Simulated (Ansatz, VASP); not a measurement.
**One calculation of LuGe3O, two programs**

```
Lu Ge O
1.0
     4.56602    0.00000    0.00000
     0.00000    4.56602    0.00000
     0.00000    0.00000    4.56602
Lu Ge O
1 3 1
Cartesian
  2.2830 2.2830 2.2830
  2.2830 0.0000 0.0000
  0.0000 2.2830 0.0000
  0.0000 0.0000 2.2830
  0.0000 0.0000 0.0000
```

Alike in both runs: task relaxation of cell and atoms; functional PBE; k mesh 4 × 4 × 4; occupations gaussian, width 0.1 eV; no spin polarisation.

|  | VASP | Ansatz |
| --- | --- | --- |
| version | VASP 6.6.1 | Ansatz 0.2.0 |
| potentials or method | VASP PAW PBE potentials, release 64 (Lu, Ge_d, O), cutoff 600 eV | scalar-relativistic, plane waves, PAW |
| valence electrons in the cell | 73 | 73 |

VASP gave:

* gap on the k mesh at the Fermi level, each at its own relaxed structure (eV): none
* relaxed volume (Å³/atom): 17.52
* relaxed cell length with the largest relative difference (Å): 4.441

Problem. Estimate Ansatz's values.

Solution. gap on the k mesh at the Fermi level, each at its own relaxed structure (eV): none; relaxed volume (Å³/atom): 17.45; relaxed cell length with the largest relative difference (Å): 4.436.

A gap of «none» marks a metal or a gap that the smearing closes.

Neither program's run includes spin-orbit coupling.
